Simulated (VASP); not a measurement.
Input of a VASP 6.6.1 run:

INCAR

```
SYSTEM = GaP
PREC     = Accurate       ! precision mode
ENCUT    = 520            ! plane-wave cutoff, eV
EDIFF    = 1E-8           ! SCF threshold, eV
ISMEAR   = -1             ! smearing method
SIGMA    = 0.05           ! smearing width, eV
LREAL    = .FALSE.        ! projectors in reciprocal space
LASPH    = .TRUE.         ! aspherical terms in the spheres
NELM     = 80             ! most SCF steps
ALGO     = Normal         ! electronic algorithm
ISIF     = 2              ! what is computed and relaxed
LWAVE    = .FALSE.        ! write WAVECAR
LCHARG   = .FALSE.        ! write CHGCAR
GGA      = CA             ! functional
LEFG     = .TRUE.       
NBANDS   = 16             ! bands
```

Contents of KPOINTS:

```
Automatic mesh
0
G
  10 10 10
  0 0 0
```

The input POSCAR:

```
GaP
1.0
    0.0000000000      2.7252500000      2.8070075000
    2.7252500000      0.0000000000      2.8070075000
    2.7252500000      2.7252500000      0.0000000000
Ga P
1 1
Direct
    0.0000000000      0.0000000000      0.0000000000
    0.7500000000      0.7500000000      0.7500000000
```

Potentials or basis: VASP PAW LDA potentials, release 64 (Ga_d, P).

Launch:

```console
$ cat potpaw_LDA.64/Ga_d/POTCAR potpaw_LDA.64/P/POTCAR > POTCAR
$ mpirun -np 1 vasp_std > vasp.out
```

What does it give for the pressure?

-4.8 GPa.

Estimate the band gap on the k mesh.

1.33 eV, direct.

Electric field gradients, principal values (V/Å²):
```
atom   least  middle  greatest (by size)
1 Ga   2.480   2.486              -4.965
 2 P  -1.833  -1.834               3.667
```

Caveat: the cell differs from its parent crystal (zz strain of +3 %); without QUAD_EFG the Cq values of the log hold for a quadrupole moment of 1 mb, not for the nuclei. A k mesh can miss the band edges.
